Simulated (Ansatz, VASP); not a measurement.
## P in VASP and in Ansatz

```
CELL_PARAMETERS angstrom
1.67668 -5.10279 0.00000
1.67668 5.10279 0.00000
0.00000 0.00000 4.11505
ATOMIC_POSITIONS crystal
P 0.10637 0.89363 0.93009
P 0.60637 0.39363 0.56991
P 0.89363 0.10637 0.06991
P 0.39363 0.60637 0.43009
```

Alike in both runs: functional PBEsol; k mesh 6 × 6 × 4; occupations gaussian, width 0.1 eV; no spin polarisation.

Ansatz relaxed the structure, and its values are those at the end. VASP's run is a single point on that final structure, the one shown.

```csv
,VASP,Ansatz
version,VASP 6.6.1,Ansatz 0.2.0
potentials or method,"VASP PAW PBE potentials, release 64 (P), cutoff 520 eV","scalar-relativistic, plane waves, PAW"
valence electrons in the cell,20,20
```

Ansatz gave:

| Quantity | Value |
| --- | --- |
| gap on the k mesh at the Fermi level (eV) | none |
| pressure (GPa) | 0.0 |
| rms of the force components (eV/Å) | 0.006 |

**Question.** Estimate VASP's values.

**Answer.** gap on the k mesh at the Fermi level (eV): none; pressure (GPa): -0.1; rms of the force components (eV/Å): 0.017.

VASP's potentials were made for PBE, not for PBEsol. A gap of «none» marks a metal or a gap that the smearing closes. The functional is the same, so the differences come from potentials, cutoffs and numerics.

The k mesh is coarse, so the values compare programs but aren't converged.
